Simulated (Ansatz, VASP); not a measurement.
**Cd3C: VASP beside Ansatz**

```
Cd C
1.0
     4.11830    0.00000    0.00000
     0.00000    4.11830    0.00000
     0.00000    0.00000    4.11830
Cd C
3 1
Direct
  0.00000 0.50000 0.50000
  0.50000 0.00000 0.50000
  0.50000 0.50000 0.00000
  0.00000 0.00000 0.00000
```

Alike in both runs: functional r2SCAN; k mesh 12 × 12 × 12; occupations gaussian, width 0.1 eV; no spin polarisation.

Ansatz relaxed the structure, and its values are those at the end. VASP's run is a single point on that final structure, the one shown.

```csv
,VASP,Ansatz
version,VASP 6.6.1,Ansatz 0.2.0
potentials or method,"VASP PAW PBE potentials, release 64 (Cd, C), cutoff 520 eV","scalar-relativistic, plane waves, PAW"
valence electrons in the cell,40,64
```

|  | VASP | Ansatz | Ansatz less VASP |
| --- | --- | --- | --- |
| gap on the k mesh at the Fermi level (eV) | none | none | - |
| pressure (GPa) | 0.7 | 0.0 | -0.73 |

VASP's potentials were made for PBE, not for r2SCAN. A gap of «none» marks a metal or a gap that the smearing closes. VASP's potentials hold 40 valence electrons a cell and Ansatz's 64, so a difference there can come from the potentials and not from the codes.
